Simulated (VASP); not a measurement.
# SrCl2 (Fm-3m) in VASP: a series of runs

The runs below take SrCl2 through single point, with r2SCAN+D3(BJ), r2SCAN.

Program: VASP 6.6.1. These are calculated values, not measurements. Logs are shortened: lines on timing, memory, paths and dates and some standing lists are left out, and cuts for length are marked.

## (1) The cell of the first run

It takes space group Fm-3m (No. 225, cubic). Conventional cell: a = 6.995 Å, b = 6.995 Å, c = 6.995 Å, α = 90.00°, β = 90.00°, γ = 90.00°. Within 4.0 Å of Sr (site symmetry m-3m) lie 8 Cl at 3.03 Å. Within 4.0 Å of Cl (site symmetry -43m) lie 4 Sr at 3.03 Å and 6 Cl at 3.50 Å.

## (2) Single point, r2SCAN+D3(BJ)

The input, POSCAR:

```
SrCl2
1.0
    0.0000000000      3.4977180853      3.4977180853
    3.4977180853      0.0000000000      3.4977180853
    3.4977180853      3.4977180853      0.0000000000
Sr Cl
1 2
Direct
    0.0000000000      0.0000000000      0.0000000000
    0.2500000000      0.2500000000      0.2500000000
    0.7500000000      0.7500000000      0.7500000000
```

The input, INCAR.step1:

```
PREC     = Accurate       # precision mode
ENCUT    = 550            # plane-wave cutoff, eV
ISMEAR   = 0              # smearing method
SIGMA    = 0.01           # smearing width, eV
LREAL    = F              # projectors in reciprocal space
LASPH    = T              # aspherical terms in the spheres
NELM     = 120            # most SCF steps
NBANDS   = 19             # bands
GGA      = PE             # functional
ALGO     = Normal         # electronic algorithm
EDIFF    = 1E-5           # SCF threshold, eV
LWAVE    = T              # write WAVECAR
LCHARG   = F              # write CHGCAR
GGA_COMPAT= F
```

The input, INCAR.step2:

```
PREC     = Accurate       # precision mode
ENCUT    = 550            # plane-wave cutoff, eV
EDIFF    = 1E-6           # SCF threshold, eV
ISMEAR   = 0              # smearing method
SIGMA    = 0.01           # smearing width, eV
LREAL    = F              # projectors in reciprocal space
LASPH    = T              # aspherical terms in the spheres
NELM     = 120            # most SCF steps
ALGO     = Normal         # electronic algorithm
ISIF     = 2              # what is computed and relaxed
LWAVE    = F              # write WAVECAR
LCHARG   = F              # write CHGCAR
METAGGA  = R2SCAN         # meta-GGA
LMIXTAU  = T            
IVDW     = 12             # dispersion correction
VDW_S6   = 1.0          
VDW_S8   = 0.78981345   
VDW_A1   = 0.49484001   
VDW_A2   = 5.73083694   
NBANDS   = 19             # bands
ISTART   = 1            
GGA_COMPAT= F
```

The input, KPOINTS:

```
regular mesh
0
Gamma
  4 4 4
```

Potentials or basis: VASP PAW PBE potentials, release 64 (Sr_sv, Cl).

The run is started by

```sh
$ cat potpaw_PBE.64/Sr_sv/POTCAR potpaw_PBE.64/Cl/POTCAR > POTCAR
$ cp INCAR.step1 INCAR
$ mpirun -np 1 vasp_std > vasp.out
$ cp INCAR.step2 INCAR
$ mpirun -np 1 vasp_std > vasp.out
```

OUTCAR:

```text
PREC = Accurate
   ENCUT = 550
   EDIFF = 1E-6
   ISMEAR = 0
   LREAL = F
   LASPH = T
   NELM = 120
   ISIF = 2
   METAGGA = R2SCAN
   IVDW = 12
   ISTART = 1
 IVDW          = 12

 ion  position               nearest neighbor table
   1  0.000  0.000  0.000-   3 3.03   3 3.03   3 3.03   2 3.03   2 3.03   2 3.03   3 3.03   2 3.03

   2  0.250  0.250  0.250-   1 3.03   1 3.03   1 3.03   1 3.03
   3  0.750  0.750  0.750-   1 3.03   1 3.03   1 3.03   1 3.03

  LATTYP: Found a face centered cubic cell.
 ALAT       =     6.9954361706

  Lattice vectors:

 A1 = (   0.0000000000,   3.4977180853,   3.4977180853)
 A2 = (   3.4977180853,   0.0000000000,   3.4977180853)
 A3 = (   3.4977180853,   3.4977180853,   0.0000000000)

Analysis of symmetry for initial positions (statically):
=====================================================================
 Subroutine PRICEL returns:
 Original cell was already a primitive cell.

 Routine SETGRP: Setting up the symmetry group for a
 face centered cubic supercell.

 Subroutine GETGRP returns: Found 48 space group operations
 (whereof 48 operations were pure point group operations)
 out of a pool of 48 trial point group operations.

The static configuration has the point symmetry O_h .

Analysis of symmetry for dynamics (positions and initial velocities):
=====================================================================
 Subroutine PRICEL returns:
 Original cell was already a primitive cell.

 Routine SETGRP: Setting up the symmetry group for a
 face centered cubic supercell.

 Subroutine GETGRP returns: Found 48 space group operations
 (whereof 48 operations were pure point group operations)
 out of a pool of 48 trial point group operations.

The dynamic configuration has the point symmetry O_h .

 Subroutine INISYM returns: Found 48 space group operations
 (whereof 48 operations are pure point group operations),
 and found     1 'primitive' translations

----------------------------------------------------------------------------------------

                                     Primitive cell

  volume of cell :      85.5824

  direct lattice vectors                    reciprocal lattice vectors
     0.000000000  3.497718085  3.497718085    -0.142950343  0.142950343  0.142950343
[... 66 lines left out ...]
   LNONCOLLINEAR =      F non collinear calculations
   LSORBIT =      F    spin-orbit coupling
   LASPH  =      T    aspherical Exc in radial PAW
   ENCUT  =  550.0 eV  40.42 Ry    6.36 a.u.   9.46  9.46  9.46*2*pi/ulx,y,z
   NELM   =    120;   NELMIN=  2; NELMDL=  0     # of ELM steps
   EDIFF  = 0.1E-05   stopping-criterion for ELM
   LREAL  =      F    real-space projection
   EDIFFG = 0.1E-04   stopping-criterion for IOM
   NSW    =      0    number of steps for IOM
   IBRION =     -1    ionic relax: 0-MD 1-quasi-New 2-CG
   NFREE  =      0    steps in history (QN), initial steepest desc. (CG)
   ISIF   =      2    stress and relaxation
   ISYM   =      2    0-nonsym 1-usesym 2-fastsym
   POTIM  = 0.5000    time-step for ionic-motion
   TEBEG  =    0.0;   TEEND  =   0.0 temperature during run
   PSTRESS=    0.0 pullay stress
   NELECT =      24.0000    total number of electrons
   NUPDOWN=      -1.0000    fix difference up-down
   EMIN   =  10.00;   EMAX   =-10.00  energy-range for DOS
   EFERMI =   0.00;   METHOD = LEGACY
   ISMEAR =     0;   SIGMA  =   0.01  broadening in eV -4-tet -1-fermi 0-gaus
   EFERMI_NEDOS =   21; number of points for ismear=-14 and -15
   IALGO  =     38    algorithm
   IMIX   =      4    mixing-type and parameters
     AMIX     =   0.40;   BMIX     =  1.00
     AMIX_MAG =   1.60;   BMIX_MAG =  1.00
  volume/ion in A,a.u.               =      28.53       192.51
  Fermi-wavevector in a.u.,A,eV,Ry     =   1.071562  2.024958 15.622809  1.148244
  Thomas-Fermi vector in A             =   2.207306
   LORBIT       =      0    0 simple, 1 ext, 2 COOP (PROOUT), +10 PAW based schemes
   METAGGA = R2SCAN    functional components
   LHFCALC =     F    Hartree Fock is set to
   AEXX    =    0.0000 exact exchange contribution
   IVDW    =    12    specifies the selected vdW correction
   LEPSILON=     F    determine dielectric tensor
   LRPA    =     F    only Hartree local field effects (RPA)
 non-spin polarized calculation
 Gauss-broadening in eV      SIGMA  =   0.01
  energy-cutoff  :      550.00
  volume of cell :       85.58
 maximum number of plane-waves:      2525
 NGX is ok and might be reduce to    40
   NGX = 19   NGY = 19   NGZ = 19

 number of electron      24.0000002 magnetization

 Free energy of the ion-electron system (eV)
  ---------------------------------------------------
  ext. energy  EPLUGINS =         0.00000000
  ---------------------------------------------------
  free energy    TOTEN  =       -35.69792480 eV

  energy without entropy =      -35.69792480  energy(sigma->0) =      -35.69792480

 E-fermi :  -0.1370     XC(G=0):  -8.7305

 val. band max:       -0.2737993035   @ k =   0.5000   0.5000   0.0000
 cond. band min:       5.6632175522   @ k =   0.0000   0.0000   0.0000
 fundamental gap:      5.9370168557
 Fermi energy:        -0.1369565849

 k-point     1 :       0.0000    0.0000    0.0000
  band No.  band energies     occupation
      1     -34.2503      2.00000
      2     -15.6168      2.00000
      3     -15.6168      2.00000
      4     -15.6168      2.00000
      5     -14.1356      2.00000
      6     -13.2773      2.00000
[... 153 lines left out ...]
      6     -13.4626      2.00000
[... 11 lines left out ...]
     18      10.0453      0.00000
     19      10.7789      0.00000

------------------------ aborting loop because EDIFF is reached ----------------------------------------

 Edisp (eV)   -0.31742

 E8    (eV) :    -0.1078

  FORCE on cell =-STRESS in cart. coord.  units (eV):
  Direction    XX          YY          ZZ          XY          YZ          ZX
  --------------------------------------------------------------------------------------
  -------------------------------------------------------------------------------------
  Total      -0.31120    -0.31120    -0.31120     0.00000    -0.00000     0.00000
  in kB      -5.82600    -5.82600    -5.82600     0.00000    -0.00000     0.00000
  external pressure =       -5.83 kB  Pullay stress =        0.00 kB

 VOLUME and BASIS-vectors are now :
 -----------------------------------------------------------------------------
  energy-cutoff  :      550.00
  volume of cell :       85.58
      direct lattice vectors                 reciprocal lattice vectors
     0.000000000  3.497718085  3.497718085    -0.142950343  0.142950343  0.142950343
     3.497718085  0.000000000  3.497718085     0.142950343 -0.142950343  0.142950343
     3.497718085  3.497718085  0.000000000     0.142950343  0.142950343 -0.142950343

 POSITION                                       TOTAL-FORCE (eV/Angst)
 -----------------------------------------------------------------------------------
      0.00000      0.00000      0.00000        -0.000000      0.000000     -0.000000
      1.74886      1.74886      1.74886        -0.000000     -0.000000     -0.000000
      5.24658      5.24658      5.24658         0.000000      0.000000      0.000000
 -----------------------------------------------------------------------------------
    total drift:                               -0.000000     -0.000000      0.000000

  FREE ENERGIE OF THE ION-ELECTRON SYSTEM (eV)
  ---------------------------------------------------
  free  energy   TOTEN  =       -36.0153460590 eV

  energy  without entropy=      -36.0153460590  energy(sigma->0) =      -36.01534606
```

OSZICAR.step1:

```text
N       E                     dE             d eps       ncg     rms          rms(c)
DAV:   1     0.142160773650E+03    0.14216E+03   -0.11830E+04   304   0.118E+03
DAV:   2    -0.384068777589E+01   -0.14600E+03   -0.14314E+03   395   0.223E+02
DAV:   3    -0.126829685232E+02   -0.88423E+01   -0.88016E+01   370   0.558E+01
DAV:   4    -0.130632007633E+02   -0.38023E+00   -0.37960E+00   522   0.992E+00
DAV:   5    -0.130659150697E+02   -0.27143E-02   -0.27141E-02   399   0.919E-01    0.127E+01
DAV:   6    -0.127681276940E+02    0.29779E+00   -0.59608E-01   337   0.432E+00    0.816E+00
DAV:   7    -0.127777850025E+02   -0.96573E-02   -0.36211E-01   398   0.361E+00    0.215E+00
DAV:   8    -0.127841586565E+02   -0.63737E-02   -0.54093E-02   347   0.129E+00    0.414E-01
DAV:   9    -0.127850810084E+02   -0.92235E-03   -0.19993E-03   378   0.266E-01    0.149E-01
DAV:  10    -0.127864752421E+02   -0.13942E-02   -0.10002E-03   322   0.185E-01    0.366E-02
DAV:  11    -0.127865657934E+02   -0.90551E-04   -0.58808E-05   380   0.435E-02    0.419E-02
DAV:  12    -0.127865882250E+02   -0.22432E-04   -0.20814E-05   305   0.234E-02    0.303E-03
DAV:  13    -0.127865899948E+02   -0.17698E-05   -0.20490E-06   316   0.787E-03
   1 F= -.12786590E+02 E0= -.12786590E+02  d E =-.180369E-18
```

It took 61 s on 1 thread of AMD EPYC 7R13 (Zen 3), shared host; peak memory 0.22 GiB.

What came out:

| Property | Result |
| --- | --- |
| Free energy | -36.0153 eV |
| Pressure | -0.6 GPa |
| Band gap on the k mesh | 5.94 eV (least direct gap 5.99 eV) |
| Dispersion energy per atom | -0.106 eV |

Levels at points of the mesh, in eV from the valence-band top:
```csv
k point,band 9,band 10,band 11,band 12,band 13,band 14,band 15,band 16
"(0.00, 0.00, 0.00)",-2.12,-0.35,-0.34,-0.34,5.94,6.69,6.69,9.61
"(0.50, 0.00, 0.00)",-1.47,-1.33,-1.06,-1.06,7.29,7.29,8.22,8.23
"(0.50, 0.50, 0.00)",-1.90,-0.39,-0.39,0.00,5.99,7.77,8.20,8.68
```

Caveat: the PAW data sets were made with another functional, which shifts forces and pressure a little. A k mesh can miss the band edges.

## (3) Single point, r2SCAN

POSCAR is that of step 2.

The input, INCAR.step1:

```
SYSTEM = SrCl2
ALGO = Normal
EDIFF = 1E-5
ENCUT = 550
GGA = PE
GGA_COMPAT = .False.
ISMEAR = 1
LASPH = .True.
LCHARG = .False.
LREAL = .False.
LWAVE = .True.
NBANDS = 19
NELM = 120
PREC = Accurate
SIGMA = 0.5
```

The input, INCAR.step2:

```
SYSTEM = SrCl2
ALGO = Normal
EDIFF = 1E-6
ENCUT = 550
GGA_COMPAT = .False.
ISIF = 2
ISMEAR = 1
ISTART = 1
LASPH = .True.
LCHARG = .False.
LMIXTAU = .True.
LREAL = .False.
LWAVE = .False.
METAGGA = R2SCAN
NBANDS = 19
NELM = 120
PREC = Accurate
SIGMA = 0.5
```

The input, KPOINTS:

```
k-points
0
Gamma
  4 4 4
  0 0 0
```

Potentials or basis: VASP PAW PBE potentials, release 64 (Sr_sv, Cl).

The run is started by

```sh
$ cat potpaw_PBE.64/Sr_sv/POTCAR potpaw_PBE.64/Cl/POTCAR > POTCAR
$ cp INCAR.step1 INCAR
$ mpirun -np 1 vasp_std > vasp.out
$ cp INCAR.step2 INCAR
$ mpirun -np 1 vasp_std > vasp.out
```

Run time: 60 s. Hardware: 1 thread of AMD EPYC 7R13 (Zen 3), shared host; peak memory 0.22 GiB.

The run converged. Its results:

```yaml
Free_energy: -35.6626 eV
Pressure: -0.1 GPa
Band_gap_on_the_k_mesh: 5.94 eV (least direct gap 6.00 eV)
```

Levels at points of the mesh, in eV from the valence-band top:
| k point | band 8 | band 9 | band 10 | band 11 | band 12 | band 13 | band 14 | band 15 | band 16 | band 17 |
| --- | --- | --- | --- | --- | --- | --- | --- | --- | --- | --- |
| (0.00, 0.00, 0.00) | -2.12 | -2.12 | -0.34 | -0.34 | -0.34 | 5.94 | 6.70 | 6.70 | 9.62 | 9.62 |
| (0.50, 0.00, 0.00) | -1.55 | -1.47 | -1.33 | -1.06 | -1.06 | 7.29 | 7.29 | 8.22 | 8.23 | 9.31 |
| (0.50, 0.50, 0.00) | -1.90 | -1.90 | -0.39 | -0.39 | 0.00 | 6.00 | 7.77 | 8.21 | 8.69 | 8.69 |

Caveat: the PAW data sets were made with another functional, which shifts forces and pressure a little. A k mesh can miss the band edges.

## (4) Single point, r2SCAN

POSCAR is that of step 3.

The input, INCAR.step1:

```
SYSTEM = SrCl2
PREC = Accurate
ENCUT = 550
ISMEAR = 0
SIGMA = 0.05
LREAL = .False.
LASPH = .True.
NELM = 120
NBANDS = 19
GGA = PE
ALGO = Normal
EDIFF = 1E-5
LWAVE = .True.
LCHARG = .False.
GGA_COMPAT = .False.
```

The input, INCAR.step2:

```
SYSTEM = SrCl2
PREC = Accurate
ENCUT = 550
EDIFF = 1E-6
ISMEAR = 0
SIGMA = 0.05
LREAL = .False.
LASPH = .True.
NELM = 120
ALGO = Normal
ISIF = 2
LWAVE = .False.
LCHARG = .False.
METAGGA = R2SCAN
LMIXTAU = .True.
NBANDS = 19
ISTART = 1
GGA_COMPAT = .False.
```

The input, KPOINTS:

```
regular mesh
0
Gamma
  4 4 4
  0 0 0
```

The run is started by

```sh
$ cat potpaw_PBE.64/Sr_sv/POTCAR potpaw_PBE.64/Cl/POTCAR > POTCAR
$ cp INCAR.step1 INCAR
$ mpirun -np 1 vasp_std > vasp.out
$ cp INCAR.step2 INCAR
$ mpirun -np 1 vasp_std > vasp.out
```

It took 61 s on 1 thread of AMD EPYC 7R13 (Zen 3), shared host; peak memory 0.22 GiB.

The run converged. Its results:

| Quantity | Value |
| --- | --- |
| Free energy | -35.6979 eV |
| Pressure | 0.0 GPa |
| Band gap on the k mesh | 5.94 eV (least direct gap 5.99 eV) |

Levels at points of the mesh, in eV from the valence-band top:
| k point | band 8 | band 9 | band 10 | band 11 | band 12 | band 13 | band 14 | band 15 | band 16 | band 17 |
| --- | --- | --- | --- | --- | --- | --- | --- | --- | --- | --- |
| (0.00, 0.00, 0.00) | -2.12 | -2.12 | -0.35 | -0.34 | -0.34 | 5.94 | 6.69 | 6.69 | 9.61 | 9.61 |
| (0.50, 0.00, 0.00) | -1.56 | -1.47 | -1.33 | -1.06 | -1.06 | 7.29 | 7.29 | 8.22 | 8.23 | 9.31 |
| (0.50, 0.50, 0.00) | -1.90 | -1.90 | -0.39 | -0.39 | 0.00 | 5.99 | 7.77 | 8.20 | 8.68 | 8.68 |

Caveat: the PAW data sets were made with another functional, which shifts forces and pressure a little.

## (5) Overview

| level | smearing | gap on the mesh (eV) | pressure (GPa) |
| --- | --- | --- | --- |
| r2SCAN+D3(BJ) | gaussian 0.01 eV | 5.94 | -0.6 |
| r2SCAN | methfessel-paxton 0.5 eV | 5.94 | -0.1 |
| r2SCAN | gaussian 0.05 eV | 5.94 | 0.0 |

Alike in all rows: task single point; potentials or basis VASP PAW PBE potentials, release 64 (Sr_sv, Cl); no spin polarisation; cell as given; k mesh 4 × 4 × 4; cutoff (eV) 550.

On the cell as given the gap runs from 5.94 eV (r2SCAN+D3(BJ)) to 5.94 eV (r2SCAN). The pressure there spans -0.6 GPa (r2SCAN+D3(BJ)) to 0.0 GPa (r2SCAN); a positive pressure means that this level wants a larger cell, a negative one a smaller.

Caveats: the PAW data sets were made with another functional, which shifts forces and pressure a little.

Total energies depend on the potentials used, so only differences within one code and one set of settings carry meaning.
